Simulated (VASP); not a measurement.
Sb, 2 atoms in the cell. Symmetry: R-3m, No. 166, trigonal system. The conventional cell has a = 4.301 Å, b = 4.301 Å, c = 11.232 Å, α = 90.00°, β = 90.00°, γ = 120.00°. Within 3.8 Å of Sb (site symmetry 3m) lie 6 Sb at 2.90 to 3.34 Å. 

| Property | Result |
| --- | --- |
| Program | VASP 6.6.1 |
| Task | single point |
| Functional | PBEsol |
| Potentials or basis | VASP PAW PBE potentials, release 64 (Sb_d_GW) |
| Cutoff | 500 eV |
| k mesh | 6 × 6 × 6 |
| Occupations | gaussian, width 0.1 eV |
| Spin | no spin polarisation |
| Dipole correction | no |
| Second run | valence_matched |
| Further INCAR settings | ALGO = Normal; EDIFF = 1e-06; NBANDS = 22 |

Potentials or basis: VASP PAW PBE potentials, release 64 (Sb_d_GW).

Command:

```bash
$ cat potpaw_PBE.64/Sb_d_GW/POTCAR > POTCAR
$ mpirun -np 1 vasp_std > vasp.out
```

Hardware: 1 thread of AMD EPYC 7R13 Processor (Zen 3) (shared host).

**Question.** How long does it take, and how much memory?

**Answer.** Wall time 84 s on 1 thread of AMD EPYC 7R13 Processor (Zen 3), with other jobs on the host, peak memory 0.19 GiB. Counts: scf iterations 11, k points 32.
